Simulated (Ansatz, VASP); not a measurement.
Two plane-wave programs on Te2Se

```
Te Se
1.0
     6.23779    0.00000    0.00000
     0.00000    6.23779    0.00000
     0.00000    0.00000    6.23779
Te Se
4 2
Direct
  0.25000 0.25000 0.25000
  0.25000 0.75000 0.75000
  0.75000 0.75000 0.25000
  0.75000 0.25000 0.75000
  0.00000 0.00000 0.00000
  0.50000 0.50000 0.50000
```

Alike in both runs: functional PBE; k mesh 6 × 6 × 6; occupations gaussian, width 0.1 eV; no spin polarisation.

Ansatz relaxed the structure, and its values are those at the end. VASP's run is a single point on that final structure, the one shown.

|  | VASP | Ansatz |
| --- | --- | --- |
| version | VASP 6.6.1 | Ansatz 0.2.0 |
| potentials or method | VASP PAW PBE potentials, release 64 (Te, Se), cutoff 520 eV | scalar-relativistic, plane waves, PAW |
| valence electrons in the cell | 36 | 96 |

|  | VASP | Ansatz | Ansatz less VASP |
| --- | --- | --- | --- |
| gap on the k mesh at the Fermi level (eV) | none | none | - |
| pressure (GPa) | 0.0 | 0.0 | +0.03 |

A gap of «none» marks a metal or a gap that the smearing closes. With one functional, cell and mesh, what is left measures potentials, basis and numerics. VASP's potentials hold 36 valence electrons a cell and Ansatz's 96, so a difference there can come from the potentials and not from the codes.

Neither program's run includes spin-orbit coupling.
